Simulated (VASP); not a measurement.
Ir, 2 atoms in the cell. It takes space group Fd-3m (No. 227, cubic). The conventional cell has a = 5.041 Å, b = 5.041 Å, c = 5.041 Å, α = 90.00°, β = 90.00°, γ = 90.00°. Within 2.9 Å of Ir (site symmetry -43m) lie 4 Ir at 2.18 Å. This isn't the form of Ir at room conditions, which is fcc.

```yaml
Program: VASP 6.6.1
Task: single point
Functional: LDA
Potentials_or_basis: VASP PAW LDA potentials, release 64 (Ir)
Cutoff: 520 eV
k_mesh: 13 × 13 × 13
Occupations: fermi-dirac, width 0.1 eV
Spin: no spin polarisation
Dipole_correction: no
Further_INCAR_settings: ALGO = Normal; EDIFF = 1e-06; NBANDS = 16
```

Potentials or basis: VASP PAW LDA potentials, release 64 (Ir).

Run with:

```sh
$ cat potpaw_LDA.64/Ir/POTCAR > POTCAR
$ mpirun -np 1 vasp_std > vasp.out
```

Hardware: 1 thread of AMD EPYC 7R13 Processor (Zen 3), on a shared host.

**Question.** Estimate the wall time of this run.

**Answer.** Run time: 30 s on 1 thread of AMD EPYC 7R13 Processor (Zen 3) (shared host), peak memory 0.14 GiB. Counts: scf iterations 11, k points 84.
